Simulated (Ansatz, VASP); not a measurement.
ZrC: VASP beside Ansatz

File POSCAR:

```
ZrC
1.0
    0.0000000000      2.3558751196      2.3558751196
    2.3558751196      0.0000000000      2.3558751196
    2.3558751196      2.3558751196      0.0000000000
Zr C
1 1
Direct
    0.5000000000      0.5000000000      0.5000000000
    0.0000000000      0.0000000000      0.0000000000
```

INCAR.step1

```
  PREC = Accurate
  ENCUT = 660
  ISMEAR = 0
  SIGMA = 0.05
  LREAL = False
  LASPH = True
  NELM = 120
  NBANDS = 15
  GGA = PE
  ALGO = Normal
  EDIFF = 1E-5
  LWAVE = True
  LCHARG = False
  GGA_COMPAT = False
```

File INCAR.step2:

```
  PREC = Accurate
  ENCUT = 660
  EDIFF = 1E-6
  ISMEAR = 0
  SIGMA = 0.05
  LREAL = False
  LASPH = True
  NELM = 120
  ALGO = Normal
  ISIF = 2
  LWAVE = False
  LCHARG = False
  METAGGA = R2SCAN
  LMIXTAU = True
  NBANDS = 15
  ISTART = 1
  GGA_COMPAT = False
```

Contents of KPOINTS:

```
Automatic mesh
0
Gamma
  12 12 12
```

Input for Ansatz:

```yaml
crystal:
  lattice:
    - [0.0, 2.3558751196, 2.3558751196]
    - [2.3558751196, 0.0, 2.3558751196]
    - [2.3558751196, 2.3558751196, 0.0]
  atoms:
    - { symbol: Zr, position: [0.5, 0.5, 0.5] }
    - { symbol: C, position: [0.0, 0.0, 0.0] }
basis:
  ecutwfc: 500
  ecutrho_ratio: 4
kpoints:
  mp_grid: { grid: [12, 12, 12] }
hamiltonian:
  xc: r2scan
scf:
  occupations: { method: gaussian, width: 0.05 }
output:
  forces: true
  stress: true
  eigenvalues: true
```

Alike in both runs: task single point; functional r2SCAN; k mesh 12 × 12 × 12; occupations gaussian, width 0.05 eV; no spin polarisation.

|  | VASP | Ansatz |
| --- | --- | --- |
| version | VASP 6.6.1 | Ansatz 0.2.0 |
| potentials or method | VASP PAW PBE potentials, release 64 (Zr_sv, C), cutoff 660 eV | scalar-relativistic, plane waves, PAW |
| valence electrons in the cell | 16 | 16 |

```csv
,VASP,Ansatz,Ansatz less VASP
gap on the k mesh at the Fermi level (eV),none,none,-
pressure (GPa),0.1,0.0,-0.11
```

VASP's potentials were made for PBE, not for r2SCAN. A gap of «none» marks a metal or a gap that the smearing closes. The functional is the same, so the differences come from potentials, cutoffs and numerics.
